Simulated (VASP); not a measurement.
AlP: single point with r2SCAN+rVV10

Crystal: AlP.

```xyz
2
Lattice="0.0000 2.7346 2.7346 2.7346 0.0000 2.7346 2.7346 2.7346 0.0000" Properties=species:S:1:pos:R:3 pbc="T T T"
Al    0.0000    0.0000    0.0000
P     1.3673    1.3673    1.3673
```

```
Program                : VASP 6.6.1
Task                   : single point
Functional             : r2SCAN
Dispersion             : rVV10
Potentials or basis    : VASP PAW PBE potentials, release 64 (Al, P)
Cutoff                 : 550 eV
k mesh                 : 8 × 8 × 8
Occupations            : gaussian, width 0.02 eV
Spin                   : no spin polarisation
Dipole correction      : no
Further INCAR settings : ALGO = Normal; EDIFF = 1e-06; NBANDS = 11
```

```json
{"Pressure": "-0.3 GPa", "Band gap on the k mesh": "1.87 eV (least direct gap 3.92 eV)"}
```

Levels at points of the mesh, in eV from the valence-band top:
| k point | band 1 | band 2 | band 3 | band 4 | band 5 | band 6 | band 7 | band 8 |
| --- | --- | --- | --- | --- | --- | --- | --- | --- |
| (0.00, 0.00, 0.00) | -11.97 | 0.00 | 0.00 | 0.00 | 3.92 | 4.95 | 4.95 | 4.95 |
| (0.50, 0.00, 0.00) | -10.23 | -5.67 | -0.79 | -0.79 | 3.28 | 5.20 | 5.20 | 8.87 |
| (0.50, 0.50, 0.00) | -9.54 | -5.43 | -2.18 | -2.18 | 1.87 | 2.81 | 11.93 | 11.93 |

It took 64 s on 1 thread of AMD EPYC 9R45 96-Core Processor (Zen 5), with other jobs on the host, peak memory 0.25 GiB.

Caveat: the PAW data sets were made with another functional, which shifts forces and pressure a little. A k mesh can miss the band edges.
